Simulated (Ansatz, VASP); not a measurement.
# InAs: VASP beside Ansatz

```
CELL_PARAMETERS angstrom
0.00000 2.92944 3.22238
2.92944 0.00000 3.22238
2.92944 2.92944 0.00000
ATOMIC_POSITIONS crystal
In 0.00000 0.00000 0.00000
As 0.75000 0.75000 0.75000
```

Alike in both runs: task single point; functional PBEsol; k mesh 16 × 16 × 16; occupations gaussian, width 0.15 eV; no spin polarisation.

|  | VASP | Ansatz |
| --- | --- | --- |
| version | VASP 6.6.1 | Ansatz 0.2.0 |
| potentials or method | VASP PAW PBE potentials, release 64 (In_d, As), cutoff 520 eV | scalar-relativistic, plane waves, PAW |
| valence electrons in the cell | 18 | 28 |

```csv
,VASP,Ansatz,Ansatz less VASP
gap on the k mesh at the Fermi level (eV),none,none,-
pressure (GPa),1.0,1.0,-0.09
"traceless stress, the component that is largest in VASP (GPa)",-2.62,-2.62,-0.006
```

VASP's potentials were made for PBE, not for PBEsol. A gap of «none» marks a metal or a gap that the smearing closes. VASP's potentials hold 18 valence electrons a cell and Ansatz's 28, so a difference there can come from the potentials and not from the codes.
